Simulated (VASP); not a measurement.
# CuSi16 (a cell with a defect) in VASP: relaxation of the atoms with PBEsol

Aim: the relaxation of the atoms of CuSi16 (a cell with a defect) with PBEsol.

Everything below comes from runs of VASP 6.6.1. Logs are shortened: lines on timing, memory, paths and dates and some standing lists are left out, and cuts for length are marked.

### Step 1. The cell of the first run

The cell holds a defect, 17 atoms: a = 7.679 Å, b = 7.679 Å, c = 7.679 Å, α = 60.00°, β = 60.00°, γ = 60.00°.

### Step 2. Relaxation of the atoms, PBEsol

The input, INCAR:

```
PREC = Accurate
ENCUT = 520
EDIFF = 1E-6
ISMEAR = -1
SIGMA = 0.02
LREAL = Auto
LASPH = True
NELM = 60
ALGO = Normal
ISIF = 2
LWAVE = False
LCHARG = False
GGA = PS
IBRION = 2
NSW = 45
EDIFFG = -0.08
NELECT = 74.0
```

The input, KPOINTS:

```
Automatic mesh
0
Gamma
  2 2 2
```

The input, POSCAR:

```
CuSi16
1.0
    0.0000000000      5.4300000000      5.4300000000
    5.4300000000      0.0000000000      5.4300000000
    5.4300000000      5.4300000000      0.0000000000
Si Cu
16 1
Direct
    0.0000000000      0.0000000000      0.0000000000
    0.1250000000      0.1250000000      0.1250000000
    0.0000000000      0.0000000000      0.5000000000
    0.1250000000      0.1250000000      0.6250000000
    0.0000000000      0.5000000000      0.0000000000
    0.1250000000      0.6250000000      0.1250000000
    0.0000000000      0.5000000000      0.5000000000
    0.1250000000      0.6250000000      0.6250000000
    0.5000000000      0.0000000000      0.0000000000
    0.6250000000      0.1250000000      0.1250000000
    0.5000000000      0.0000000000      0.5000000000
    0.6250000000      0.1250000000      0.6250000000
    0.5000000000      0.5000000000      0.0000000000
    0.6250000000      0.6250000000      0.1250000000
    0.5000000000      0.5000000000      0.5000000000
    0.6250000000      0.6250000000      0.6250000000
    0.7408004000      0.7495550000      0.7475613000
```

Potentials or basis: VASP PAW PBE potentials, release 64 (Si, Cu).

Command:

```
cat potpaw_PBE.64/Si/POTCAR potpaw_PBE.64/Cu/POTCAR > POTCAR
mpirun -np 1 vasp_std > vasp.out
```

OUTCAR:

```text
PREC = Accurate
   ENCUT = 520
   EDIFF = 1E-6
   ISMEAR = -1
   LREAL = Auto
   LASPH = True
   NELM = 60
   ISIF = 2
   GGA = PS
   IBRION = 2
   NSW = 45
   EDIFFG = -0.08
   NELECT = 74.0

 ion  position               nearest neighbor table
   1  0.000  0.000  0.000-   2 2.35   4 2.35   6 2.35  10 2.35
   2  0.125  0.125  0.125-   1 2.35   3 2.35   5 2.35   9 2.35
   3  0.000  0.000  0.500-   2 2.35   4 2.35   8 2.35  12 2.35  17 2.77
   4  0.125  0.125  0.625-   1 2.35   3 2.35   7 2.35  11 2.35
   5  0.000  0.500  0.000-   2 2.35   6 2.35   8 2.35  14 2.35  17 2.78
   6  0.125  0.625  0.125-   1 2.35   5 2.35   7 2.35  13 2.35
   7  0.000  0.500  0.500-   4 2.35   6 2.35   8 2.35  16 2.35  17 2.70
   8  0.125  0.625  0.625-   3 2.35   5 2.35   7 2.35  15 2.35  17 2.41
   9  0.500  0.000  0.000-   2 2.35  10 2.35  12 2.35  14 2.35  17 2.73
  10  0.625  0.125  0.125-   1 2.35   9 2.35  11 2.35  13 2.35
  11  0.500  0.000  0.500-   4 2.35  10 2.35  12 2.35  16 2.35  17 2.65
  12  0.625  0.125  0.625-   3 2.35   9 2.35  11 2.35  15 2.35  17 2.36
  13  0.500  0.500  0.000-   6 2.35  10 2.35  14 2.35  16 2.35  17 2.66
  14  0.625  0.625  0.125-   5 2.35   9 2.35  13 2.35  15 2.35  17 2.37
  15  0.500  0.500  0.500-   8 2.35  12 2.35  14 2.35  16 2.35
  16  0.625  0.625  0.625-  17 2.28  11 2.35  13 2.35  15 2.35   7 2.35
  17  0.741  0.750  0.748-  16 2.28  12 2.36  14 2.37   8 2.41  11 2.65  13 2.66   7 2.70   9 2.73
                             3 2.77   5 2.78

  LATTYP: Found a face centered cubic cell.
 ALAT       =    10.8600000000

  Lattice vectors:

 A1 = (   0.0000000000,   5.4300000000,   5.4300000000)
 A2 = (   5.4300000000,   0.0000000000,   5.4300000000)
 A3 = (   5.4300000000,   5.4300000000,   0.0000000000)

Analysis of symmetry for initial positions (statically):
=====================================================================
 Subroutine PRICEL returns:
 Original cell was already a primitive cell.

 Routine SETGRP: Setting up the symmetry group for a
 face centered cubic supercell.

 Subroutine GETGRP returns: Found  1 space group operations
 (whereof  1 operations were pure point group operations)
 out of a pool of 48 trial point group operations.

The static configuration has the point symmetry C_1 .

Analysis of symmetry for dynamics (positions and initial velocities):
=====================================================================
 Subroutine PRICEL returns:
 Original cell was already a primitive cell.

 Routine SETGRP: Setting up the symmetry group for a
 face centered cubic supercell.

 Subroutine GETGRP returns: Found  1 space group operations
 (whereof  1 operations were pure point group operations)
 out of a pool of 48 trial point group operations.

The dynamic configuration has the point symmetry C_1 .

 Subroutine INISYM returns: Found  1 space group operations
 (whereof  1 operations are pure point group operations),
 and found     1 'primitive' translations

----------------------------------------------------------------------------------------

                                     Primitive cell

  volume of cell :     320.2060

  direct lattice vectors                    reciprocal lattice vectors
     0.000000000  5.430000000  5.430000000    -0.092081031  0.092081031  0.092081031
     5.430000000  0.000000000  5.430000000     0.092081031 -0.092081031  0.092081031
     5.430000000  5.430000000  0.000000000     0.092081031  0.092081031 -0.092081031

  length of vectors
     7.679179644  7.679179644  7.679179644     0.159489025  0.159489025  0.159489025

  position of ions in fractional coordinates (direct lattice)
     0.000000000  0.000000000  0.000000000
     0.125000000  0.125000000  0.125000000
     0.000000000  0.000000000  0.500000000
     0.125000000  0.125000000  0.625000000
     0.000000000  0.500000000  0.000000000
     0.125000000  0.625000000  0.125000000
[... 9 lines left out ...]
     0.625000000  0.625000000  0.625000000
     0.740800400  0.749555000  0.747561300

  ion indices of the primitive-cell ions
   primitive index   ion index
                 1           1
                 2           2
                 3           3
                 4           4
                 5           5
                 6           6
[... 9 lines left out ...]
                16          16
                17          17

----------------------------------------------------------------------------------------

 KPOINTS: Automatic mesh

Automatic generation of k-mesh.
 Grid dimensions read from file:
 generate k-points for:    2    2    2

 Generating k-lattice:

  Cartesian coordinates                     Fractional coordinates (reciprocal lattice)
    -0.046040516  0.046040516  0.046040516     0.500000000  0.000000000  0.000000000
     0.046040516 -0.046040516  0.046040516     0.000000000  0.500000000  0.000000000
     0.046040516  0.046040516 -0.046040516     0.000000000  0.000000000  0.500000000

  Length of vectors
     0.079744512  0.079744512  0.079744512

  Shift w.r.t. Gamma in fractional coordinates (k-lattice)
     0.000000000  0.000000000  0.000000000

 Subroutine IBZKPT returns following result:
 ===========================================

 Found      8 irreducible k-points:

 Following reciprocal coordinates:
            Coordinates               Weight
  0.000000  0.000000  0.000000      1.000000
  0.500000  0.000000  0.000000      1.000000
  0.000000  0.500000  0.000000      1.000000
  0.000000  0.000000  0.500000      1.000000
  0.500000  0.500000  0.500000      1.000000
  0.500000  0.500000  0.000000      1.000000
  0.000000  0.500000  0.500000      1.000000
  0.500000  0.000000  0.500000      1.000000
   k-points           NKPTS =      8   k-points in BZ     NKDIM =      8   number of bands    NBANDS=     46
   number of dos      NEDOS =    301   number of ions     NIONS =     17
   total plane-waves  NPLWV = 216000
   dimension x,y,z NGX =    60 NGY =   60 NGZ =   60
   dimension x,y,z NGXF=   120 NGYF=  120 NGZF=  120
   ions per type =              16   1
   NGX,Y,Z   is equivalent  to a cutoff of  12.99, 12.99, 12.99 a.u.
   NGXF,Y,Z  is equivalent  to a cutoff of  25.98, 25.98, 25.98 a.u.
 SYSTEM =  unknown system
   PREC   = accura    normal or accurate (medium, high low for compatibility)
   ISTART =      0    job   : 0-new  1-cont  2-samecut
   ICHARG =      2    charge: 1-file 2-atom 10-const
   ISPIN  =      1    spin polarized calculation?
   LNONCOLLINEAR =      F non collinear calculations
   LSORBIT =      F    spin-orbit coupling
   LASPH  =      T    aspherical Exc in radial PAW
   ENCUT  =  520.0 eV  38.22 Ry    6.18 a.u.  14.28 14.28 14.28*2*pi/ulx,y,z
   NELM   =     60;   NELMIN=  2; NELMDL= -5     # of ELM steps
   EDIFF  = 0.1E-05   stopping-criterion for ELM
   LREAL  =      T    real-space projection
   EDIFFG = -.8E-01   stopping-criterion for IOM
   NSW    =     45    number of steps for IOM
   IBRION =      2    ionic relax: 0-MD 1-quasi-New 2-CG
   NFREE  =      1    steps in history (QN), initial steepest desc. (CG)
   ISIF   =      2    stress and relaxation
   ISYM   =      2    0-nonsym 1-usesym 2-fastsym
   POTIM  = 0.5000    time-step for ionic-motion
   TEBEG  =    0.0;   TEEND  =   0.0 temperature during run
   PSTRESS=    0.0 pullay stress
   NELECT =      74.0000    total number of electrons
   NUPDOWN=      -1.0000    fix difference up-down
   EMIN   =  10.00;   EMAX   =-10.00  energy-range for DOS
   EFERMI =   0.00;   METHOD = LEGACY
   ISMEAR =    -1;   SIGMA  =   0.02  broadening in eV -4-tet -1-fermi 0-gaus
   EFERMI_NEDOS =   21; number of points for ismear=-14 and -15
   IALGO  =     38    algorithm
   IMIX   =      4    mixing-type and parameters
     AMIX     =   0.40;   BMIX     =  1.00
     AMIX_MAG =   1.60;   BMIX_MAG =  1.00
  volume/ion in A,a.u.               =      18.84       127.11
  Fermi-wavevector in a.u.,A,eV,Ry     =   1.004636  1.898488 13.732283  1.009294
  Thomas-Fermi vector in A             =   2.137265
   LORBIT       =      0    0 simple, 1 ext, 2 COOP (PROOUT), +10 PAW based schemes
   GGA     = PS    functional components
   LHFCALC =     F    Hartree Fock is set to
   AEXX    =    0.0000 exact exchange contribution
   IVDW    =     0    specifies the selected vdW correction
   LEPSILON=     F    determine dielectric tensor
   LRPA    =     F    only Hartree local field effects (RPA)
 conjugate gradient relaxation of ions
 non-spin polarized calculation
  energy-cutoff  :      520.00
  volume of cell :      320.21
 maximum number of plane-waves:      8646
 NGX is ok and might be reduce to    60
   NGX = 29   NGY = 29   NGZ = 29

--------------------------------------- Ionic step        1  -------------------------------------------

 number of electron      74.0000005 magnetization

 Free energy of the ion-electron system (eV)
  ---------------------------------------------------
  ext. energy  EPLUGINS =         0.00000000
  ---------------------------------------------------
  free energy    TOTEN  =       -99.93870510 eV

  energy without entropy =      -99.92959930  energy(sigma->0) =      -99.93415220

------------------------ aborting loop because EDIFF is reached ----------------------------------------

  FORCE on cell =-STRESS in cart. coord.  units (eV):
  Direction    XX          YY          ZZ          XY          YZ          ZX
  --------------------------------------------------------------------------------------
  -------------------------------------------------------------------------------------
  Total       -4.6419950     -4.6418511     -4.6421623      0.3935180      0.1674847      0.4673995
  in kB      -23.2266066    -23.2258869    -23.2274440      1.9690001      0.8380237      2.3386723
  external PRESSURE =     -23.2266458 kB  Pullay stress =       0.0000000 kB

 VOLUME and BASIS-vectors are now :
 -----------------------------------------------------------------------------
  energy-cutoff  :      520.00
  volume of cell :      320.21
      direct lattice vectors                 reciprocal lattice vectors
     0.000000000  5.430000000  5.430000000    -0.092081031  0.092081031  0.092081031
     5.430000000  0.000000000  5.430000000     0.092081031 -0.092081031  0.092081031
     5.430000000  5.430000000  0.000000000     0.092081031  0.092081031 -0.092081031
[... 222 lines left out ...]
      6.75744      6.76268      6.76151        -0.058764     -0.062807     -0.062955
      8.13726      8.09987      8.10792         0.022888      0.056339      0.047745
 -----------------------------------------------------------------------------------
    total drift:                               -0.002354      0.001734      0.001250

  FREE ENERGIE OF THE ION-ELECTRON SYSTEM (eV)
  ---------------------------------------------------
  free  energy   TOTEN  =      -100.0357493024 eV

  energy  without entropy=     -100.0285684855  energy(sigma->0) =     -100.03215889

--------------------------------------- Ionic step        6  -------------------------------------------

 number of electron      74.0000001 magnetization

 Free energy of the ion-electron system (eV)
  ---------------------------------------------------
  ext. energy  EPLUGINS =         0.00000000
  ---------------------------------------------------
  free energy    TOTEN  =      -100.03742385 eV

  energy without entropy =     -100.03112521  energy(sigma->0) =     -100.03427453

 E-fermi :   6.2577     XC(G=0):  -9.7502

 val. band max:        6.2284184285   @ k =   0.0000   0.0000   0.0000
 cond. band min:       6.2802451414   @ k =   0.0000   0.0000   0.0000
 fundamental gap:      0.0518267129
 Fermi energy:         6.2577453865

 k-point     1 :       0.0000    0.0000    0.0000
  band No.  band energies     occupation
      1      -5.9774      2.00000
      2      -3.5752      2.00000
      3      -3.5719      2.00000
      4      -3.5610      2.00000
      5      -3.5549      2.00000
      6      -2.1325      2.00000
[... 407 lines left out ...]
      2.71564      2.71239      0.02205         0.007380      0.000774     -0.003455
      4.08331      4.08537      1.35116         0.000082      0.004992      0.029257
      2.71529      0.02183      2.71295         0.004609      0.000839     -0.000883
      4.08319      1.35181      4.08466         0.002235      0.028835      0.005294
[... 9 lines left out ...]
      6.75509      6.76048      6.75922        -0.025486     -0.039699     -0.037854
      8.13901      8.10442      8.11175        -0.002607      0.014114      0.010689
 -----------------------------------------------------------------------------------
    total drift:                                0.001214      0.000491      0.001103

  FREE ENERGIE OF THE ION-ELECTRON SYSTEM (eV)
  ---------------------------------------------------
  free  energy   TOTEN  =      -100.0374238537 eV

  energy  without entropy=     -100.0311252054  energy(sigma->0) =     -100.03427453

 reached required accuracy - stopping structural energy minimisation
```

Wall time 11 min (1 thread of Intel Xeon Platinum 8488C (Sapphire Rapids), shared host); peak memory 0.56 GiB.

Results:

```
Free energy                  : -100.0374 eV
Energy gained by relaxing    : 5.8 meV/atom
Ionic steps                  : 6
Largest force after relaxing : 0.060 eV/Å
```

Forces in eV/Å, atoms in the order of the input:
```
Si  -0.008  0.003  0.001
Si   0.007  0.011  0.010
Si   0.007  0.001 -0.003
Si   0.000  0.005  0.029
Si   0.005  0.001 -0.001
Si   0.002  0.029  0.005
Si   0.014 -0.018 -0.021
Si   0.024 -0.013 -0.010
Si  -0.020  0.009  0.012
Si   0.031  0.000 -0.002
Si  -0.025  0.036 -0.011
Si   0.017 -0.004  0.006
Si  -0.027 -0.011  0.032
Si   0.013  0.000  0.003
Si  -0.013 -0.025 -0.021
Si  -0.025 -0.040 -0.038
Cu  -0.003  0.014  0.011
```

Step by step:
| step | energy change (eV) | largest force (eV/Å) | pressure (GPa) |
| --- | --- | --- | --- |
| 1 | 0.0000 | 1.1249 | -2.32 |
| 2 | -0.0925 | 0.2316 | -2.70 |
| 3 | -0.0925 | 0.2286 | -2.71 |
| 4 | -0.0965 | 0.0838 | -2.72 |
| 5 | -0.0970 | 0.1066 | -2.70 |
| 6 | -0.0987 | 0.0605 | -2.70 |

Final structure:
```
Si Cu
1.0
     0.00000    5.43000    5.43000
     5.43000    0.00000    5.43000
     5.43000    5.43000    0.00000
Si Cu
16 1
Direct
  0.99989 0.99993 0.99990
  0.12463 0.12424 0.12435
  0.00173 0.00233 0.49779
  0.12461 0.12423 0.62776
  0.00179 0.49783 0.00223
  0.12461 0.62763 0.12434
  0.00115 0.49786 0.49782
  0.12822 0.62429 0.62451
  0.49769 0.00218 0.00201
  0.62822 0.12417 0.12427
  0.49767 0.00158 0.49773
  0.62428 0.13020 0.62356
  0.49768 0.49779 0.00146
  0.62449 0.62357 0.12974
  0.49749 0.49972 0.49917
  0.62289 0.62190 0.62213
  0.74375 0.75012 0.74877
```

Levels at points of the mesh, in eV from the Fermi level:
```
           k point  band 34  band 35  band 36  band 37  band 38  band 39  band 40  band 41
(0.00, 0.00, 0.00)    -0.75    -0.63    -0.06    -0.03     0.02     0.58     0.59     0.61
(0.50, 0.00, 0.00)    -0.82    -0.79    -0.61    -0.59     0.51     1.12     1.35     1.36
(0.00, 0.50, 0.00)    -0.83    -0.79    -0.62    -0.60     0.51     1.12     1.35     1.35
(0.00, 0.00, 0.50)    -0.83    -0.79    -0.62    -0.60     0.51     1.12     1.35     1.35
(0.50, 0.50, 0.50)    -0.83    -0.81    -0.63    -0.62     0.50     1.12     1.35     1.35
(0.50, 0.50, 0.00)    -1.43    -1.40    -1.36    -0.84     0.66     1.09     2.07     2.10
(0.00, 0.50, 0.50)    -1.42    -1.41    -1.35    -0.84     0.66     1.09     2.07     2.10
(0.50, 0.00, 0.50)    -1.43    -1.39    -1.36    -0.84     0.66     1.09     2.07     2.10
```

Caveat: the k points lie up to 0.50 Å⁻¹ apart; the cell carries a net charge on a neutralising background, which shifts energy and pressure; the cell is charged against a uniform background, so pressure and absolute levels hang on convention; the PAW data sets were made with another functional, which shifts forces and pressure a little; the relaxation stopped at a loose force limit of 0.08 eV/Å, so its end isn't a converged minimum.
